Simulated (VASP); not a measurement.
Input of a VASP 6.6.1 run:

INCAR

```
SYSTEM = Ta16H2C
PREC     = Accurate       ! precision mode
ENCUT    = 520            ! plane-wave cutoff, eV
EDIFF    = 1E-6           ! SCF threshold, eV
ISMEAR   = 0              ! smearing method
SIGMA    = 0.05           ! smearing width, eV
LREAL    = .False.        ! projectors in reciprocal space
LASPH    = .True.         ! aspherical terms in the spheres
NELM     = 120            ! most SCF steps
ALGO     = Normal         ! electronic algorithm
ISIF     = 2              ! what is computed and relaxed
LWAVE    = .False.        ! write WAVECAR
LCHARG   = .False.        ! write CHGCAR
GGA      = PE             ! functional
NBANDS   = 106            ! bands
GGA_COMPAT= .False.      
NELMDL   = -8
```

File KPOINTS:

```
regular mesh
0
Gamma
  3 4 1
  0 0 0
```

POSCAR

```
Ta16H2C
1.0
    6.6200000000      0.0000000000      0.0000000000
    3.3100000000      4.6810470000      0.0000000000
    0.0000000000      0.0000000000     18.0215700000
Ta C H
16 1 2
Direct
   -0.2500000534      0.5000001068      0.0554891167
    0.2499999466      0.5000001068      0.0554891167
   -0.2500000000      1.0000000000      0.0554891167
    0.2500000000      1.0000000000      0.0554891167
   -0.0003290416     -0.0012999229      0.1807634407
    0.5010381006     -0.0030157783      0.1809404508
    0.0019472446      0.4982562662      0.1808853502
    0.4990985583      0.4981962369      0.1807513441
   -0.2473973691      0.4935231370      0.3110247886
    0.2515518602      0.4937666723      0.3106095640
   -0.2490430007      0.9948406841      0.3085856005
    0.2519171788      0.9945163977      0.3109731283
   -0.0120080599      0.0002572074      0.4379507446
    0.5161264400     -0.0124036353      0.4375055004
    0.0144712169      0.4716865693      0.4363623147
    0.5007622737      0.4963537004      0.4357637542
    0.2546228015     -0.0038700744      0.5139242031
    0.1963363616     -0.1458201552      0.5360171173
    0.3005834324      0.0520086639      0.5670141392
```

Potentials or basis: VASP PAW PBE potentials, release 64 (Ta_pv, C, H).

The run is started by

```sh
$ cat potpaw_PBE.64/Ta_pv/POTCAR potpaw_PBE.64/C/POTCAR potpaw_PBE.64/H/POTCAR > POTCAR
$ mpirun -np 1 vasp_std > vasp.out
```

Question: Predict the band gap on the k mesh.

Answer: Zero (bands 91 and 92 overlap by 0.65 eV).

Question: Estimate the largest force.

Answer: 0.099 eV/Å.

Forces in eV/Å, atoms in the order of the input:
```
Ta  -0.019 -0.038  0.085
Ta   0.007  0.001 -0.024
Ta   0.006 -0.001 -0.099
Ta  -0.004 -0.024  0.010
Ta   0.004 -0.001 -0.003
Ta  -0.002  0.001 -0.012
Ta  -0.003 -0.003 -0.002
Ta   0.003  0.002 -0.005
Ta   0.001  0.001  0.007
Ta  -0.003  0.002  0.009
Ta   0.008  0.000  0.009
Ta   0.000  0.000  0.002
Ta  -0.015 -0.004 -0.012
Ta   0.022 -0.016 -0.009
Ta  -0.018  0.028 -0.005
Ta   0.028  0.013  0.004
C    0.003  0.026 -0.009
H   -0.034  0.008  0.021
H    0.014  0.005  0.032
```

Caveat: spin-orbit coupling is left out, which moves the levels of the heavy elements.
